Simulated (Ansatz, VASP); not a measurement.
One calculation of ReP2, two programs

```
CELL_PARAMETERS angstrom
3.10559 0.00000 0.00000
-1.55280 2.68952 0.00000
0.00000 0.00000 5.00996
ATOMIC_POSITIONS crystal
Re 0.00000 0.00000 0.00000
P 0.33333 0.66667 0.25200
P 0.66667 0.33333 0.74800
```

Alike in both runs: task relaxation of cell and atoms; functional PBEsol; k mesh 12 × 12 × 6; occupations gaussian, width 0.05 eV; no spin polarisation.

```csv
,VASP,Ansatz
version,VASP 6.6.1,Ansatz 0.2.0
potentials or method,"VASP PAW PBE potentials, release 64 (Re, P), cutoff 600 eV","scalar-relativistic, plane waves, PAW"
valence electrons in the cell,17,25
```

|  | VASP | Ansatz | Ansatz less VASP |
| --- | --- | --- | --- |
| gap on the k mesh at the Fermi level, each at its own relaxed structure (eV) | none | none | - |
| relaxed volume (Å³/atom) | 13.72 | 13.67 | -0.049 |
| relaxed length of the cell vector where the two differ most in proportion (Å) | 3.052 | 3.048 | -0.0039 |

VASP's potentials were made for PBE, not for PBEsol. A gap of «none» marks a metal or a gap that the smearing closes. VASP's potentials hold 17 valence electrons a cell and Ansatz's 25, so a difference there can come from the potentials and not from the codes.

Neither program's run includes spin-orbit coupling.
